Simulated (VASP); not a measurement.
PtSe2 (Sudovikovite), 3 atoms in the cell. The structure is trigonal, space group P-3m1 (No. 164). Conventional cell: a = 3.761 Å, b = 3.761 Å, c = 4.857 Å, α = 90.00°, β = 90.00°, γ = 120.00°. Within 3.3 Å of Pt (site symmetry -3m) lie 6 Se at 2.51 Å. Within 3.3 Å of Se (site symmetry 3m) lie 3 Pt at 2.51 Å and 3 Se at 3.18 Å. 

| Property | Result |
| --- | --- |
| Program | VASP 6.6.1 |
| Task | single point |
| Functional | PBEsol |
| Potentials or basis | VASP PAW PBE potentials, release 64 (Pt, Se) |
| Cutoff | 520 eV |
| k mesh | 10 × 10 × 7 |
| Occupations | fermi-dirac, width 0.15 eV |
| Spin | no spin polarisation |
| Dipole correction | no |
| Further INCAR settings | ALGO = Normal; EDIFF = 1e-06; NBANDS = 18 |

Potentials or basis: VASP PAW PBE potentials, release 64 (Pt, Se).

Run with:

```sh
$ cat potpaw_PBE.64/Pt/POTCAR potpaw_PBE.64/Se/POTCAR > POTCAR
$ mpirun -np 1 vasp_std > vasp.out
```

Hardware: 1 thread of Intel(R) Xeon(R) Platinum 8488C (Sapphire Rapids) (shared host).

How long does it take, and how much memory?

It took 48 s on 1 thread of Intel(R) Xeon(R) Platinum 8488C (Sapphire Rapids), on a shared host, peak memory 0.23 GiB. Counts: scf iterations 12, k points 80.
